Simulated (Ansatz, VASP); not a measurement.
One calculation of ZnO, two programs

INCAR

```
SYSTEM = ZnO
  PREC = Accurate
  ENCUT = 600
  EDIFF = 1E-6
  ISMEAR = 0
  SIGMA = 0.1
  LREAL = .FALSE.
  LASPH = .TRUE.
  NELM = 120
  ALGO = Normal
  ISIF = 2
  LWAVE = .FALSE.
  LCHARG = .TRUE.
  GGA = PS
  LELF = .TRUE.
  LVHAR = .TRUE.
  NBANDS = 16
  GGA_COMPAT = .FALSE.
```

File KPOINTS:

```
regular mesh
0
G
  8 8 8
  0 0 0
```

POSCAR

```
ZnO
1.0
    0.0000000000      2.1183190767      2.1183190767
    2.1183190767      0.0000000000      2.1183190767
    2.1183190767      2.1183190767      0.0000000000
Zn O
1 1
Direct
    0.0000000000      0.0000000000      0.0000000000
    0.5000000000      0.5000000000      0.5000000000
```

Input for Ansatz:

```yaml
crystal:
  lattice:
    - [0.0, 2.1183190767, 2.1183190767]
    - [2.1183190767, 0.0, 2.1183190767]
    - [2.1183190767, 2.1183190767, 0.0]
  atoms:
    - { symbol: Zn, position: [0.0, 0.0, 0.0] }
    - { symbol: O, position: [0.5, 0.5, 0.5] }
basis:
  ecutwfc: 420
kpoints:
  mp_grid: { grid: [8, 8, 8] }
hamiltonian:
  xc: pbesol
scf:
  occupations: { method: gaussian, width: 0.1 }
output:
  forces: true
  stress: true
  eigenvalues: true
```

Alike in both runs: task single point; functional PBEsol; k mesh 8 × 8 × 8; occupations gaussian, width 0.1 eV; no spin polarisation.

```csv
,VASP,Ansatz
version,VASP 6.6.1,Ansatz 0.2.0
potentials or method,"VASP PAW PBE potentials, release 64 (Zn, O), cutoff 600 eV","scalar-relativistic, plane waves, PAW"
valence electrons in the cell,18,18
```

```tsv
	VASP	Ansatz	Ansatz less VASP
gap on the k mesh at the Fermi level (eV)	0.94	0.97	+0.033
least direct gap on the mesh (eV)	2.44	2.48	+0.033
pressure (GPa)	5.1	3.9	-1.16
```

VASP's potentials were made for PBE, not for PBEsol.
